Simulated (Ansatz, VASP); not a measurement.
# One calculation of TaN, two programs

```
Ta N
1.0
     3.06819    0.00000    0.00000
    -1.53409    2.65713    0.00000
     0.00000    0.00000    4.95057
Ta N
2 2
Direct
  0.00000 0.00000 0.00000
  0.00000 0.00000 0.50000
  0.33333 0.66667 0.25000
  0.66667 0.33333 0.75000
```

Change from the starting cell: volume scaled by 1.02.

Alike in both runs: task single point; functional PBE; k mesh 9 × 9 × 5; occupations fermi-dirac, width 0.01 eV; no spin polarisation.

```csv
,VASP,Ansatz
version,VASP 6.6.1,Ansatz 0.2.0
potentials or method,"VASP PAW PBE potentials, release 64 (Ta_pv, N), cutoff 520 eV","all-electron LAPW, scalar-relativistic"
```

|  | VASP | Ansatz | Ansatz less VASP |
| --- | --- | --- | --- |
| pressure (GPa) | 50.7 | 49.0 | -1.63 |
| traceless stress, the component that is largest in VASP (GPa) | 53.51 | 53.05 | -0.460 |

Both programs put the cell under a high pressure, so it lies far from rest at this level. Ansatz ran all-electron here, and VASP with PAW potentials.

Spin-orbit coupling is off throughout.
